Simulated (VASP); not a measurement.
Input of a VASP 6.6.1 run:

File INCAR:

```
  ALGO = Normal
  EDIFF = 1E-6
  ENCUT = 520
  GGA = CA
  ISIF = 2
  ISMEAR = 1
  LASPH = T
  LCHARG = F
  LREAL = F
  LWAVE = F
  NBANDS = 10
  NELM = 80
  PREC = Accurate
  SIGMA = 0.1
```

The input KPOINTS:

```
k-points
0
Gamma
  10 10 6
```

POSCAR

```
Li
1.0
    3.1110000000      0.0000000000      0.0000000000
   -1.5555000000      2.6942050300      0.0000000000
    0.0000000000      0.0000000000      5.0930000000
Li
2
Direct
    0.3333333333      0.6666666667      0.2500000000
    0.6666666667      0.3333333333      0.7500000000
```

Potentials or basis: VASP PAW LDA potentials, release 64 (Li_sv).

Command:

```console
$ cat potpaw_LDA.64/Li_sv/POTCAR > POTCAR
$ mpirun -np 1 vasp_std > vasp.out
```

(1) What does it give for the band gap on the k mesh?

## Answers

(1) zero (band 3 reaches 2.05 eV, above the bottom of band 4 at -1.90 eV).
